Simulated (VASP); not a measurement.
# Li2TaO2 (P4/mmm) in VASP: notebook

Li2TaO2 is run at these levels: PBE; tasks: single point, relaxation of cell and atoms.

Program: VASP 6.6.1. These are calculated values, not measurements. Logs are shortened: lines on timing, memory, paths and dates and some standing lists are left out, and cuts for length are marked.

## Step 1: The cell of the first run

The structure is tetragonal, space group P4/mmm (No. 123). The conventional cell has a = 4.217 Å, b = 4.217 Å, c = 3.333 Å, α = 90.00°, β = 90.00°, γ = 90.00°. Li (site symmetry mmm) has 2 O at 1.67 Å within 2.2 Å. Ta (site symmetry 4/mmm) has 4 O at 2.11 Å and 8 Li at 2.69 Å within 2.8 Å. Within 2.2 Å of O (site symmetry mmm) lie 2 Li at 1.67 Å and 2 Ta at 2.11 Å.

## Step 2: Single point, PBE, collinear spin, ferromagnetic start

The input, INCAR:

```
PREC = Accurate
ENCUT = 520
EDIFF = 1E-6
ISMEAR = 0
SIGMA = 0.1
LREAL = False
LASPH = True
NELM = 150
ALGO = Normal
ISIF = 2
LWAVE = False
LCHARG = False
ISPIN = 2
MAGMOM = 0 0 1 0 0
LORBIT = 11
LMAXMIX = 4
GGA = PE
NBANDS = 26
```

The input, KPOINTS:

```
Automatic mesh
0
Gamma
  4 4 6
```

The input, POSCAR:

```
Li2TaO2
1.0
    4.2168898000      0.0000000000      0.0000000000
    0.0000000000      4.2168898000      0.0000000000
    0.0000000000      0.0000000000      3.3327275600
Li Ta O
2 1 2
Direct
    0.5000000000      0.0000000000      0.0000000000
    0.0000000000      0.5000000000      0.0000000000
    0.5000000000      0.5000000000      0.5000000000
    0.5000000000      0.0000000000      0.5000000000
    0.0000000000      0.5000000000      0.5000000000
```

Potentials or basis: VASP PAW PBE potentials, release 64 (Li_sv, Ta_pv, O).

Started as:

```
$ cat potpaw_PBE.64/Li_sv/POTCAR potpaw_PBE.64/Ta_pv/POTCAR potpaw_PBE.64/O/POTCAR > POTCAR
$ mpirun -np 1 vasp_std > vasp.out
```

OUTCAR:

```text
PREC = Accurate
   ENCUT = 520
   EDIFF = 1E-6
   ISMEAR = 0
   LREAL = False
   LASPH = True
   NELM = 150
   ISIF = 2
   ISPIN = 2
   LORBIT = 11
   GGA = PE

 ion  position               nearest neighbor table
   1  0.500  0.000  0.000-   4 1.67   4 1.67   3 2.69   3 2.69   3 2.69   3 2.69
   2  0.000  0.500  0.000-   5 1.67   5 1.67   3 2.69   3 2.69   3 2.69   3 2.69
   3  0.500  0.500  0.500-   4 2.11   5 2.11   4 2.11   5 2.11   1 2.69   2 2.69   1 2.69   1 2.69
                             1 2.69   2 2.69   2 2.69   2 2.69
   4  0.500  0.000  0.500-   1 1.67   1 1.67   3 2.11   3 2.11
   5  0.000  0.500  0.500-   2 1.67   2 1.67   3 2.11   3 2.11

  LATTYP: Found a simple tetragonal cell.
 ALAT       =     4.2168898000
 C/A-ratio  =     0.7903283505

  Lattice vectors:

 A1 = (   4.2168898000,   0.0000000000,   0.0000000000)
 A2 = (   0.0000000000,   4.2168898000,   0.0000000000)
 A3 = (   0.0000000000,   0.0000000000,   3.3327275600)

Analysis of symmetry for initial positions (statically):
=====================================================================
 Subroutine PRICEL returns:
 Original cell was already a primitive cell.

 Routine SETGRP: Setting up the symmetry group for a
 simple tetragonal supercell.

 Subroutine GETGRP returns: Found 16 space group operations
 (whereof 16 operations were pure point group operations)
 out of a pool of 16 trial point group operations.

The static configuration has the point symmetry D_4h.

Analysis of symmetry for dynamics (positions and initial velocities):
=====================================================================
 Subroutine PRICEL returns:
 Original cell was already a primitive cell.

 Routine SETGRP: Setting up the symmetry group for a
 simple tetragonal supercell.

 Subroutine GETGRP returns: Found 16 space group operations
 (whereof 16 operations were pure point group operations)
 out of a pool of 16 trial point group operations.

The dynamic configuration has the point symmetry D_4h.

Analysis of structural, dynamic, and magnetic symmetry:
=====================================================================
 Subroutine PRICEL returns:
 Original cell was already a primitive cell.

 Routine SETGRP: Setting up the symmetry group for a
 simple tetragonal supercell.

 Subroutine GETGRP returns: Found 16 space group operations
 (whereof 16 operations were pure point group operations)
 out of a pool of 16 trial point group operations.

The overall configuration has the point symmetry D_4h.

 Subroutine INISYM returns: Found 16 space group operations
 (whereof 16 operations are pure point group operations),
 and found     1 'primitive' translations

----------------------------------------------------------------------------------------

                                     Primitive cell

  volume of cell :      59.2631

  direct lattice vectors                    reciprocal lattice vectors
     4.216889800  0.000000000  0.000000000     0.237141601  0.000000000  0.000000000
     0.000000000  4.216889800  0.000000000     0.000000000  0.237141601  0.000000000
     0.000000000  0.000000000  3.332727560     0.000000000  0.000000000  0.300054530

  length of vectors
     4.216889800  4.216889800  3.332727560     0.237141601  0.237141601  0.300054530

  position of ions in fractional coordinates (direct lattice)
     0.500000000  0.000000000  0.000000000
     0.000000000  0.500000000  0.000000000
     0.500000000  0.500000000  0.500000000
     0.500000000  0.000000000  0.500000000
     0.000000000  0.500000000  0.500000000

  ion indices of the primitive-cell ions
   primitive index   ion index
                 1           1
                 2           2
                 3           3
                 4           4
                 5           5

----------------------------------------------------------------------------------------

 KPOINTS: Automatic mesh

Automatic generation of k-mesh.
 Grid dimensions read from file:
 generate k-points for:    4    4    6

 Generating k-lattice:

  Cartesian coordinates                     Fractional coordinates (reciprocal lattice)
     0.059285400  0.000000000  0.000000000     0.250000000  0.000000000  0.000000000
     0.000000000  0.059285400  0.000000000     0.000000000  0.250000000  0.000000000
     0.000000000  0.000000000  0.050009088     0.000000000  0.000000000  0.166666667

  Length of vectors
     0.059285400  0.059285400  0.050009088

  Shift w.r.t. Gamma in fractional coordinates (k-lattice)
     0.000000000  0.000000000  0.000000000

 Subroutine IBZKPT returns following result:
 ===========================================

 Found     24 irreducible k-points:

 Following reciprocal coordinates:
            Coordinates               Weight
  0.000000  0.000000  0.000000      1.000000
  0.250000  0.000000  0.000000      4.000000
  0.500000  0.000000  0.000000      2.000000
  0.250000  0.250000  0.000000      4.000000
  0.500000  0.250000  0.000000      4.000000
  0.500000  0.500000  0.000000      1.000000
[... 16 lines left out ...]
  0.500000  0.250000  0.500000      4.000000
  0.500000  0.500000  0.500000      1.000000
   k-points           NKPTS =     24   k-points in BZ     NKDIM =     24   number of bands    NBANDS=     26
   number of dos      NEDOS =    301   number of ions     NIONS =      5
   total plane-waves  NPLWV =  28672
   dimension x,y,z NGX =    32 NGY =   32 NGZ =   28
   dimension x,y,z NGXF=    64 NGYF=   64 NGZF=   56
   ions per type =               2   1   2
   NGX,Y,Z   is equivalent  to a cutoff of  12.62, 12.62, 13.97 a.u.
   NGXF,Y,Z  is equivalent  to a cutoff of  25.23, 25.23, 27.93 a.u.
 SYSTEM =  unknown system
   PREC   = accura    normal or accurate (medium, high low for compatibility)
   ISTART =      0    job   : 0-new  1-cont  2-samecut
   ICHARG =      2    charge: 1-file 2-atom 10-const
   ISPIN  =      2    spin polarized calculation?
   LNONCOLLINEAR =      F non collinear calculations
   LSORBIT =      F    spin-orbit coupling
   LASPH  =      T    aspherical Exc in radial PAW
   ENCUT  =  520.0 eV  38.22 Ry    6.18 a.u.   7.84  7.84  6.20*2*pi/ulx,y,z
   NELM   =    150;   NELMIN=  2; NELMDL= -5     # of ELM steps
   EDIFF  = 0.1E-05   stopping-criterion for ELM
   LREAL  =      F    real-space projection
   EDIFFG = 0.1E-04   stopping-criterion for IOM
   NSW    =      0    number of steps for IOM
   IBRION =     -1    ionic relax: 0-MD 1-quasi-New 2-CG
   NFREE  =      0    steps in history (QN), initial steepest desc. (CG)
   ISIF   =      2    stress and relaxation
   ISYM   =      2    0-nonsym 1-usesym 2-fastsym
   POTIM  = 0.5000    time-step for ionic-motion
   TEBEG  =    0.0;   TEEND  =   0.0 temperature during run
   PSTRESS=    0.0 pullay stress
   NELECT =      29.0000    total number of electrons
   NUPDOWN=      -1.0000    fix difference up-down
   EMIN   =  10.00;   EMAX   =-10.00  energy-range for DOS
   EFERMI =   0.00;   METHOD = LEGACY
   ISMEAR =     0;   SIGMA  =   0.10  broadening in eV -4-tet -1-fermi 0-gaus
   EFERMI_NEDOS =   21; number of points for ismear=-14 and -15
   IALGO  =     38    algorithm
   IMIX   =      4    mixing-type and parameters
     AMIX     =   0.40;   BMIX     =  1.00
     AMIX_MAG =   1.60;   BMIX_MAG =  1.00
  volume/ion in A,a.u.               =      11.85        79.99
  Fermi-wavevector in a.u.,A,eV,Ry     =   1.290068  2.437876 22.643855  1.664276
  Thomas-Fermi vector in A             =   2.421923
   LORBIT       =     11    0 simple, 1 ext, 2 COOP (PROOUT), +10 PAW based schemes
   GGA     = PE    functional components
   LHFCALC =     F    Hartree Fock is set to
   AEXX    =    0.0000 exact exchange contribution
   IVDW    =     0    specifies the selected vdW correction
   LEPSILON=     F    determine dielectric tensor
   LRPA    =     F    only Hartree local field effects (RPA)
 spin polarized calculation
 Gauss-broadening in eV      SIGMA  =   0.10
  energy-cutoff  :      520.00
  volume of cell :       59.26
 maximum number of plane-waves:      1620
 NGX is ok and might be reduce to    32
   NGX = 15   NGY = 15   NGZ = 13

 number of electron      28.9999981 magnetization       0.0047833

 Free energy of the ion-electron system (eV)
  ---------------------------------------------------
  ext. energy  EPLUGINS =         0.00000000
  ---------------------------------------------------
  free energy    TOTEN  =       -32.94648723 eV

  energy without entropy =      -32.93471706  energy(sigma->0) =      -32.94060215

 E-fermi :   4.2166     XC(G=0):  -9.9080

 val. band max:        4.1637700728   @ k =   0.2500   0.0000   0.1667
 cond. band min:       4.2249406344   @ k =   0.5000   0.0000   0.1667
 fundamental gap:      0.0611705616
 Fermi energy:         4.2166372281

 spin component 1

 k-point     1 :       0.0000    0.0000    0.0000
  band No.  band energies     occupation
      1     -41.1961      1.00000
      2     -41.1761      1.00000
      3     -31.6801      1.00000
      4     -31.6801      1.00000
      5     -31.0606      1.00000
      6     -15.8619      1.00000
[... 685 lines left out ...]
     25      14.8325      0.00000
     26      14.8342      0.00000
 Fermi energy:         4.2166372281

 spin component 2

 k-point     1 :       0.0000    0.0000    0.0000
  band No.  band energies     occupation
      1     -41.1960      1.00000
      2     -41.1760      1.00000
      3     -31.6783      1.00000
      4     -31.6783      1.00000
      5     -31.0582      1.00000
      6     -15.8619      1.00000
[... 685 lines left out ...]
     25      14.8342      0.00000
     26      14.9438      0.00000

------------------------ aborting loop because EDIFF is reached ----------------------------------------

  FORCE on cell =-STRESS in cart. coord.  units (eV):
  Direction    XX          YY          ZZ          XY          YZ          ZX
  --------------------------------------------------------------------------------------
  -------------------------------------------------------------------------------------
  Total       -2.4999155     -2.4999155     12.1977713      0.0000000      0.0000000      0.0000000
  in kB      -67.5851999    -67.5851999    329.7666642      0.0000000      0.0000000      0.0000000
  external PRESSURE =      64.8654215 kB  Pullay stress =       0.0000000 kB

 VOLUME and BASIS-vectors are now :
 -----------------------------------------------------------------------------
  energy-cutoff  :      520.00
  volume of cell :       59.26
      direct lattice vectors                 reciprocal lattice vectors
     4.216889800  0.000000000  0.000000000     0.237141601  0.000000000  0.000000000
     0.000000000  4.216889800  0.000000000     0.000000000  0.237141601  0.000000000
     0.000000000  0.000000000  3.332727560     0.000000000  0.000000000  0.300054530

 POSITION                                       TOTAL-FORCE (eV/Angst)
 -----------------------------------------------------------------------------------
      2.10844      0.00000      0.00000         0.000000      0.000000      0.000000
      0.00000      2.10844      0.00000         0.000000      0.000000      0.000000
      2.10844      2.10844      1.66636         0.000000      0.000000      0.000000
      2.10844      0.00000      1.66636         0.000000      0.000000      0.000000
      0.00000      2.10844      1.66636         0.000000      0.000000      0.000000
 -----------------------------------------------------------------------------------
    total drift:                                0.000000      0.000000     -0.000000

  FREE ENERGIE OF THE ION-ELECTRON SYSTEM (eV)
  ---------------------------------------------------
  free  energy   TOTEN  =       -32.9464872312 eV

  energy  without entropy=      -32.9347170637  energy(sigma->0) =      -32.94060215

 total charge

# of ion       s       p       d       tot
------------------------------------------
    1        2.062   0.143   0.000   2.205
    2        2.062   0.143   0.000   2.205
    3        0.323   6.190   2.202   8.715
    4        1.561   3.514   0.000   5.075
    5        1.561   3.514   0.000   5.075
--------------------------------------------------
tot          7.570  13.505   2.202  23.276

 magnetization (x)

# of ion       s       p       d       tot
------------------------------------------
    1       -0.000   0.000   0.000   0.000
    2       -0.000   0.000   0.000   0.000
    3        0.000   0.000   0.003   0.003
    4       -0.000  -0.000   0.000  -0.000
    5       -0.000  -0.000   0.000  -0.000
--------------------------------------------------
tot          0.000  -0.000   0.003   0.003
```

It took 2.2 min on 1 thread of AMD EPYC 7R13, shared host; peak memory 0.2 GiB.

What came out:

- Free energy: -32.9465 eV
- Net moment: 0.00 μB per cell
- Valence electrons inside the program's atomic spheres: Li 2.21; Ta 8.71; O 5.08

Caveat: the k points lie up to 0.37 Å⁻¹ apart; the cutoff is under 1.25 times the usual one of these potentials, so pressure, stress and relaxed cells hold a basis-set (Pulay) error; spin-orbit coupling is left out, which moves the levels of the heavy elements.

## Step 3: Relaxation of cell and atoms, PBE

This run uses another cell than the first one, of 12.60 Å³/atom, 1.063 times its volume.

The input, INCAR:

```
PREC = Accurate
ENCUT = 600
EDIFF = 1E-7
ISMEAR = 0
SIGMA = 0.1
LREAL = False
LASPH = True
NELM = 80
ALGO = Normal
ISIF = 3
LWAVE = False
LCHARG = False
GGA = PE
IBRION = 2
NSW = 100
EDIFFG = -0.01
```

The input, KPOINTS:

```
regular mesh
0
Gamma
  10 10 10
```

POSCAR, as its differences from that of step 2:

```diff
@@ -2,5 +2,5 @@
 1.0
-    4.2168898000      0.0000000000      0.0000000000
-    0.0000000000      4.2168898000      0.0000000000
-    0.0000000000      0.0000000000      3.3327275600
+    4.0882130765      0.0000000000      0.0000000000
+    0.0000000000      4.0882130765      0.0000000000
+    0.0000000000      0.0000000000      3.7687170097
 Li Ta O
```

Potentials or basis: VASP PAW PBE potentials, release 64 (Li_sv, Ta_pv, O).

Started as:

```
$ cat potpaw_PBE.64/Li_sv/POTCAR potpaw_PBE.64/Ta_pv/POTCAR potpaw_PBE.64/O/POTCAR > POTCAR
$ mpirun -np 1 vasp_std > vasp.out
```

It took 11 min on 1 thread of AMD EPYC 7R13, shared host; peak memory 0.3 GiB.

It converged, with:

| Quantity | Value |
| --- | --- |
| Free energy | -33.7041 eV |
| Relaxed volume | 12.64 Å³/atom |
| Relaxed cell | a = 4.090 Å, b = 4.090 Å, c = 3.778 Å, α = 90.00°, β = 90.00°, γ = 90.00° |
| Space group after relaxing (to 0.05 Å) | P4/mmm (No. 123) |
| Energy gained by relaxing | 0.1 meV/atom |
| Ionic steps | 4 |
| Pressure after relaxing | 0.0 GPa |

Stress tensor (GPa, compression positive):
```
-0.05  0.00  0.00
 0.00 -0.05  0.00
 0.00  0.00  0.03
```

The path:
```
step  energy change (eV)  largest force (eV/Å)  pressure (GPa)  volume (Å³)
   1              0.0000                0.0000            0.32        62.99
   2             -0.0002                0.0000           -0.12        63.22
   3             -0.0002                0.0000           -0.04        63.17
   4             -0.0003                0.0000           -0.02        63.19
```

Final structure:
```
Li Ta O
1.0
     4.08996    0.00000    0.00000
     0.00000    4.08996    0.00000
     0.00000    0.00000    3.77753
Li Ta O
2 1 2
Direct
  0.50000 0.00000 0.00000
  0.00000 0.50000 0.00000
  0.50000 0.50000 0.50000
  0.50000 0.00000 0.50000
  0.00000 0.50000 0.50000
```

Levels at points of the mesh, in eV from the Fermi level:
| k point | band 12 | band 13 | band 14 | band 15 | band 16 | band 17 |
| --- | --- | --- | --- | --- | --- | --- |
| (0.00, 0.00, 0.00) | -4.13 | -4.13 | -3.49 | -0.13 | 0.21 | 0.21 |
| (0.50, 0.00, 0.00) | -5.14 | -5.09 | -3.28 | 0.29 | 1.75 | 2.12 |
| (0.50, 0.50, 0.00) | -6.43 | -3.36 | -3.27 | 2.46 | 2.46 | 2.79 |
| (0.00, 0.00, 0.50) | -4.05 | -4.05 | -1.60 | -1.60 | 0.04 | 1.23 |
| (0.50, 0.00, 0.50) | -4.95 | -4.82 | -1.30 | 0.48 | 0.93 | 1.61 |
| (0.50, 0.50, 0.50) | -6.30 | -3.31 | -0.61 | 1.07 | 1.60 | 1.60 |

Caveat: the cutoff is under 1.25 times the usual one of these potentials, so pressure, stress and relaxed cells hold a basis-set (Pulay) error; spin-orbit coupling is left out, which moves the levels of the heavy elements; an odd number of electrons without spin polarisation forces a metal; a magnetic or distorted state may lie lower.
